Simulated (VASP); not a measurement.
Runs of VASP 6.6.1 on Re. The structure is that of space group Im-3m (No. 229), or close to it. The cells are those of the table. 

```tsv
level	cell	k mesh	grid for exact exchange (PRECFOCK)	screening parameter	gap on the mesh (eV)	pressure (GPa)
HSE06	a = 2.696 Å, angles 109.5°, 1 atom	7 × 7 × 7	Normal	0.2079 1/Å	none	(b)
PBE	a = 2.732 Å, angles 109.5°, 1 atom	23 × 23 × 23	-	-	none	-13.2
PBE	a = 2.800 Å, angles 109.5°, 1 atom	23 × 23 × 23	-	-	none	-31.5
PBE	a = 2.622 Å, angles 109.5°, 1 atom	23 × 23 × 23	-	-	none	35.9
PBE	a = 2.696 Å, angles 109.5°, 1 atom	23 × 23 × 23	-	-	none	(a)
```

Alike in all rows: task single point; potentials or basis VASP PAW PBE potentials, release 64 (Re); no spin polarisation; cutoff (eV) 520; smearing fermi-dirac 0.1 eV.

Task: Estimate the missing entries.

Result: (a) -0.3; (b) -13.5.

Caveats: some runs use coarse meshes; spin-orbit coupling is left out, which moves the levels of the heavy elements; the PAW data sets were made with another functional, which shifts forces and pressure a little (some runs).

A k mesh can miss the band edges, and the runs leave out spin-orbit coupling on Re.

A gap of «none» marks levels without a gap at the run's occupations.
